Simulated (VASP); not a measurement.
# TaAl3O (P6/mmm) in VASP: single point with PBE

Aim: the single point of TaAl3O with PBE.

Program: VASP 6.6.1. These are calculated values, not measurements. Logs are shortened: lines on timing, memory, paths and dates and some standing lists are left out, and cuts for length are marked.

### 1 The cell of the first run

Symmetry: P6/mmm, No. 191, hexagonal system. Conventional cell: a = 5.607 Å, b = 5.607 Å, c = 3.850 Å, α = 90.00°, β = 90.00°, γ = 120.00°. Ta (site symmetry 6/mmm) has 2 O at 1.92 Å within 2.6 Å. Al (site symmetry mmm) has 2 Ta at 2.80 Å and 4 Al at 2.80 Å and 4 O at 3.40 Å within 3.7 Å. Within 2.6 Å of O (site symmetry 6/mmm) lie 2 Ta at 1.92 Å.

The cell was generated, and may not be a known phase.

### 2 Single point, PBE

File INCAR:

```
SYSTEM = TaAl3O
  PREC = Accurate
  ENCUT = 700
  EDIFF = 1E-6
  ISMEAR = 0
  SIGMA = 0.1
  LREAL = .FALSE.
  LASPH = .TRUE.
  NELM = 120
  ALGO = Normal
  ISIF = 2
  LWAVE = .FALSE.
  LCHARG = .TRUE.
  GGA = PE
  LELF = .TRUE.
  LVHAR = .TRUE.
  NBANDS = 22
  GGA_COMPAT = .FALSE.
```

File KPOINTS:

```
Automatic mesh
0
G
  12 12 10
  0 0 0
```

File POSCAR:

```
TaAl3O
1.0
    5.6074974860      0.0000000000      0.0000000000
   -2.8037487430      4.8562352746      0.0000000000
    0.0000000000      0.0000000000      3.8499350309
Ta Al O
1 3 1
Direct
    0.0000000000      0.0000000000      0.5000000000
    0.5000000000      0.0000000000      0.5000000000
    0.0000000000      0.5000000000      0.5000000000
    0.5000000000      0.5000000000      0.5000000000
    0.0000000000      0.0000000000      0.0000000000
```

Potentials or basis: VASP PAW PBE potentials, release 64 (Ta_sv_GW, Al, O).

Command:

```console
cat potpaw_PBE.64/Ta_sv_GW/POTCAR potpaw_PBE.64/Al/POTCAR potpaw_PBE.64/O/POTCAR > POTCAR
mpirun -np 1 vasp_std > vasp.out
```

OUTCAR:

```text
SYSTEM = TaAl3O
   PREC = Accurate
   ENCUT = 700
   EDIFF = 1E-6
   ISMEAR = 0
   LREAL = .FALSE.
   LASPH = .TRUE.
   NELM = 120
   ISIF = 2
   GGA = PE

 ion  position               nearest neighbor table
   1  0.000  0.000  0.500-   5 1.92   5 1.92   2 2.80   2 2.80   4 2.80   3 2.80   3 2.80   4 2.80

   2  0.500  0.000  0.500-   1 2.80   1 2.80   4 2.80   4 2.80   3 2.80   3 2.80
   3  0.000  0.500  0.500-   4 2.80   4 2.80   1 2.80   1 2.80   2 2.80   2 2.80
   4  0.500  0.500  0.500-   3 2.80   3 2.80   1 2.80   2 2.80   2 2.80   1 2.80
   5  0.000  0.000  0.000-   1 1.92   1 1.92

  LATTYP: Found a hexagonal cell.
 ALAT       =     5.6074974860
 C/A-ratio  =     0.6865691943

  Lattice vectors:

 A1 = (   5.6074974860,   0.0000000000,   0.0000000000)
 A2 = (  -2.8037487430,   4.8562352746,   0.0000000000)
 A3 = (   0.0000000000,   0.0000000000,   3.8499350309)

Analysis of symmetry for initial positions (statically):
=====================================================================
 Subroutine PRICEL returns:
 Original cell was already a primitive cell.

 Routine SETGRP: Setting up the symmetry group for a
 hexagonal supercell.

 Subroutine GETGRP returns: Found 24 space group operations
 (whereof 24 operations were pure point group operations)
 out of a pool of 24 trial point group operations.

The static configuration has the point symmetry D_6h.

Analysis of symmetry for dynamics (positions and initial velocities):
=====================================================================
 Subroutine PRICEL returns:
 Original cell was already a primitive cell.

 Routine SETGRP: Setting up the symmetry group for a
 hexagonal supercell.

 Subroutine GETGRP returns: Found 24 space group operations
 (whereof 24 operations were pure point group operations)
 out of a pool of 24 trial point group operations.

The dynamic configuration has the point symmetry D_6h.

 Subroutine INISYM returns: Found 24 space group operations
 (whereof 24 operations are pure point group operations),
 and found     1 'primitive' translations

----------------------------------------------------------------------------------------

                                     Primitive cell

  volume of cell :     104.8388

  direct lattice vectors                    reciprocal lattice vectors
     5.607497486  0.000000000  0.000000000     0.178332670  0.102960415  0.000000000
    -2.803748743  4.856235275  0.000000000     0.000000000  0.205920830  0.000000000
     0.000000000  0.000000000  3.849935031     0.000000000  0.000000000  0.259744643

  length of vectors
     5.607497486  5.607497486  3.849935031     0.205920830  0.205920830  0.259744643

  position of ions in fractional coordinates (direct lattice)
     0.000000000  0.000000000  0.500000000
     0.500000000  0.000000000  0.500000000
     0.000000000  0.500000000  0.500000000
     0.500000000  0.500000000  0.500000000
     0.000000000  0.000000000  0.000000000

  ion indices of the primitive-cell ions
   primitive index   ion index
                 1           1
                 2           2
                 3           3
                 4           4
                 5           5

----------------------------------------------------------------------------------------

 KPOINTS: Automatic mesh

Automatic generation of k-mesh.
 Grid dimensions read from file:
 generate k-points for:   12   12   10

 Generating k-lattice:

  Cartesian coordinates                     Fractional coordinates (reciprocal lattice)
     0.014861056  0.008580035  0.000000000     0.083333333 -0.000000000  0.000000000
     0.000000000  0.017160069  0.000000000     0.000000000  0.083333333  0.000000000
     0.000000000  0.000000000  0.025974464     0.000000000  0.000000000  0.100000000

  Length of vectors
     0.017160069  0.017160069  0.025974464

  Shift w.r.t. Gamma in fractional coordinates (k-lattice)
     0.000000000  0.000000000  0.000000000

 Subroutine IBZKPT returns following result:
 ===========================================

 Found    114 irreducible k-points:

 Following reciprocal coordinates:
            Coordinates               Weight
  0.000000  0.000000  0.000000      1.000000
  0.083333  0.000000  0.000000      6.000000
  0.166667 -0.000000  0.000000      6.000000
  0.250000  0.000000  0.000000      6.000000
  0.333333 -0.000000  0.000000      6.000000
  0.416667  0.000000  0.000000      6.000000
[... 16 lines left out ...]
  0.250000  0.000000  0.100000     12.000000
  0.333333 -0.000000  0.100000     12.000000
 [... further k-points ...]
   k-points           NKPTS =    114   k-points in BZ     NKDIM =    114   number of bands    NBANDS=     22
   number of dos      NEDOS =    301   number of ions     NIONS =      5
   total plane-waves  NPLWV =  82944
   dimension x,y,z NGX =    48 NGY =   48 NGZ =   36
   dimension x,y,z NGXF=    96 NGYF=   96 NGZF=   72
   ions per type =               1   3   1
   NGX,Y,Z   is equivalent  to a cutoff of  14.23, 14.23, 15.55 a.u.
   NGXF,Y,Z  is equivalent  to a cutoff of  28.46, 28.46, 31.09 a.u.
 SYSTEM =  TaAl3O
   PREC   = accura    normal or accurate (medium, high low for compatibility)
   ISTART =      0    job   : 0-new  1-cont  2-samecut
   ICHARG =      2    charge: 1-file 2-atom 10-const
   ISPIN  =      1    spin polarized calculation?
   LNONCOLLINEAR =      F non collinear calculations
   LSORBIT =      F    spin-orbit coupling
   LASPH  =      T    aspherical Exc in radial PAW
   ENCUT  =  700.0 eV  51.45 Ry    7.17 a.u.  12.10 12.10  8.31*2*pi/ulx,y,z
   NELM   =    120;   NELMIN=  2; NELMDL= -5     # of ELM steps
   EDIFF  = 0.1E-05   stopping-criterion for ELM
   LREAL  =      F    real-space projection
   EDIFFG = 0.1E-04   stopping-criterion for IOM
   NSW    =      0    number of steps for IOM
   IBRION =     -1    ionic relax: 0-MD 1-quasi-New 2-CG
   NFREE  =      0    steps in history (QN), initial steepest desc. (CG)
   ISIF   =      2    stress and relaxation
   ISYM   =      2    0-nonsym 1-usesym 2-fastsym
   POTIM  = 0.5000    time-step for ionic-motion
   TEBEG  =    0.0;   TEEND  =   0.0 temperature during run
   PSTRESS=    0.0 pullay stress
   NELECT =      28.0000    total number of electrons
   NUPDOWN=      -1.0000    fix difference up-down
   EMIN   =  10.00;   EMAX   =-10.00  energy-range for DOS
   EFERMI =   0.00;   METHOD = LEGACY
   ISMEAR =     0;   SIGMA  =   0.10  broadening in eV -4-tet -1-fermi 0-gaus
   EFERMI_NEDOS =   21; number of points for ismear=-14 and -15
   IALGO  =     38    algorithm
   IMIX   =      4    mixing-type and parameters
     AMIX     =   0.40;   BMIX     =  1.00
     AMIX_MAG =   1.60;   BMIX_MAG =  1.00
  volume/ion in A,a.u.               =      20.97       141.50
  Fermi-wavevector in a.u.,A,eV,Ry     =   1.054274  1.992289 15.122785  1.111493
  Thomas-Fermi vector in A             =   2.189428
   LORBIT       =      0    0 simple, 1 ext, 2 COOP (PROOUT), +10 PAW based schemes
   GGA     = PE    functional components
   LHFCALC =     F    Hartree Fock is set to
   AEXX    =    0.0000 exact exchange contribution
   IVDW    =     0    specifies the selected vdW correction
   LEPSILON=     F    determine dielectric tensor
   LRPA    =     F    only Hartree local field effects (RPA)
 non-spin polarized calculation
 Gauss-broadening in eV      SIGMA  =   0.10
  energy-cutoff  :      700.00
  volume of cell :      104.84
 maximum number of plane-waves:      4457
   NGX = 25   NGY = 25   NGZ = 17

 number of electron      28.0000000 magnetization

 Free energy of the ion-electron system (eV)
  ---------------------------------------------------
  ext. energy  EPLUGINS =         0.00000000
  ---------------------------------------------------
  free energy    TOTEN  =       -32.44349504 eV

  energy without entropy =      -32.43416384  energy(sigma->0) =      -32.43882944

 E-fermi :   4.9061     XC(G=0):  -9.3368

 val. band max:        4.8972299080   @ k =   0.1667   0.1667   0.3000
 cond. band min:       4.9082125866   @ k =   0.2500   0.0833   0.2000
 fundamental gap:      0.0109826786
 Fermi energy:         4.9060998975

 k-point     1 :       0.0000    0.0000    0.0000
  band No.  band energies     occupation
      1     -63.6100      2.00000
      2     -30.4367      2.00000
      3     -29.9159      2.00000
      4     -29.9159      2.00000
      5     -14.8373      2.00000
      6      -3.2248      2.00000
[... 14 lines left out ...]
     21       9.3685      0.00000
     22      11.1403      0.00000

 k-point     2 :       0.0833    0.0000    0.0000
  band No.  band energies     occupation
      1     -63.6100      2.00000
      2     -30.4367      2.00000
      3     -29.9160      2.00000
      4     -29.9159      2.00000
      5     -14.8371      2.00000
      6      -3.1823      2.00000
[... 14 lines left out ...]
     21       9.4212      0.00000
     22      10.8907      0.00000

 k-point     3 :       0.1667   -0.0000    0.0000
  band No.  band energies     occupation
      1     -63.6100      2.00000
      2     -30.4367      2.00000
      3     -29.9162      2.00000
      4     -29.9160      2.00000
      5     -14.8367      2.00000
      6      -3.0564      2.00000
[... 14 lines left out ...]
     21       9.5837      0.00000
     22      10.4498      0.00000
[... 476 lines left out ...]
 k-point    23 :       0.2500    0.0000    0.1000
  band No.  band energies     occupation
      1     -63.6098      2.00000
      2     -30.4522      2.00000
      3     -29.9158      2.00000
      4     -29.9154      2.00000
      5     -14.7075      2.00000
      6      -2.7906      2.00000
[... 14 lines left out ...]
     21       9.7883      0.00000
     22      10.5346      0.00000

 k-point    24 :       0.3333   -0.0000    0.1000
  band No.  band energies     occupation
      1     -63.6098      2.00000
      2     -30.4522      2.00000
      3     -29.9161      2.00000
      4     -29.9155      2.00000
      5     -14.7069      2.00000
      6      -2.5167      2.00000
[... 14 lines left out ...]
     21      10.0232      0.00000
     22      10.5773      0.00000

 [... further k-points ...]

------------------------ aborting loop because EDIFF is reached ----------------------------------------

  FORCE on cell =-STRESS in cart. coord.  units (eV):
  Direction    XX          YY          ZZ          XY          YZ          ZX
  --------------------------------------------------------------------------------------
  -------------------------------------------------------------------------------------
  Total       -0.0714879     -0.0714879      0.0818322      0.0000000      0.0000000      0.0000000
  in kB       -1.0924989     -1.0924989      1.2505832      0.0000000      0.0000000      0.0000000
  external PRESSURE =      -0.3114715 kB  Pullay stress =       0.0000000 kB

 VOLUME and BASIS-vectors are now :
 -----------------------------------------------------------------------------
  energy-cutoff  :      700.00
  volume of cell :      104.84
      direct lattice vectors                 reciprocal lattice vectors
     5.607497486  0.000000000  0.000000000     0.178332670  0.102960415  0.000000000
    -2.803748743  4.856235275  0.000000000     0.000000000  0.205920830  0.000000000
     0.000000000  0.000000000  3.849935031     0.000000000  0.000000000  0.259744643

 POSITION                                       TOTAL-FORCE (eV/Angst)
 -----------------------------------------------------------------------------------
      0.00000      0.00000      1.92497        -0.000000      0.000000      0.000000
      2.80375      0.00000      1.92497        -0.000000      0.000000      0.000000
     -1.40187      2.42812      1.92497         0.000000      0.000000      0.000000
      1.40187      2.42812      1.92497         0.000000      0.000000      0.000000
      0.00000      0.00000      0.00000         0.000000      0.000000      0.000000
 -----------------------------------------------------------------------------------
    total drift:                                0.000000      0.000000     -0.000000

  FREE ENERGIE OF THE ION-ELECTRON SYSTEM (eV)
  ---------------------------------------------------
  free  energy   TOTEN  =       -32.4434950369 eV

  energy  without entropy=      -32.4341638438  energy(sigma->0) =      -32.43882944
```

Wall time 5.8 min (1 thread of Intel Xeon Platinum 8375C at 2.90GHz (Ice Lake), shared host); peak memory 0.6 GiB.

Results:

```
Free energy            : -32.4435 eV
Pressure               : 0.0 GPa
Band gap on the k mesh : zero (bands 14 and 15 overlap by 1.28 eV)
```

Caveat: spin-orbit coupling is left out, which moves the levels of the heavy elements.
